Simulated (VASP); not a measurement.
A run of VASP 6.6.1 is set up as follows.

Contents of INCAR:

```
SYSTEM = Si
PREC = Accurate
ENCUT = 520
EDIFF = 1E-6
ISMEAR = 0
SIGMA = 0.05
LREAL = .False.
LASPH = .True.
NELM = 80
ALGO = Normal
ISIF = 2
LWAVE = .False.
LCHARG = .False.
GGA = PE
NBANDS = 16
```

The input KPOINTS:

```
regular mesh
0
Gamma
  10 10 10
  0 0 0
```

Contents of POSCAR:

```
Si
1.0
   -3.2788488906      3.4126794576      1.9305129928
    3.2788488906     -3.4126794576      1.9305129928
    3.2788488906      3.4126794576     -1.9305129928
Si
4
Direct
    0.1786098831      0.1786098831      0.3572197663
    0.8213901169      0.8213901169      0.6427802337
    0.1786098831      0.8213901169      0.0000000000
    0.8213901169      0.1786098831      0.0000000000
```

Potentials or basis: VASP PAW PBE potentials, release 64 (Si).

Command:

```bash
$ cat potpaw_PBE.64/Si/POTCAR > POTCAR
$ mpirun -np 1 vasp_std > vasp.out
```

Question: Predict the pressure.

Answer: 0.1 GPa.

Question: Predict the band gap on the k mesh.

Answer: 0.30 eV (least direct gap 0.33 eV).

Question: What does it give for the largest force?

Answer: 0.427 eV/Å.

Forces in eV/Å, atoms in the order of the input:
```
Si   0.335 -0.265  0.000
Si  -0.335  0.265  0.000
Si  -0.335 -0.265  0.000
Si   0.335  0.265  0.000
```

Caveat: the cell differs from its parent crystal (strain -0.0200 x Voigt [1, -1, 0, 0, 0, 0]); the stress differs along the axes, from -3 to 4 GPa; semilocal functionals underestimate gaps, and a narrow one can read as zero. A k mesh can miss the band edges.
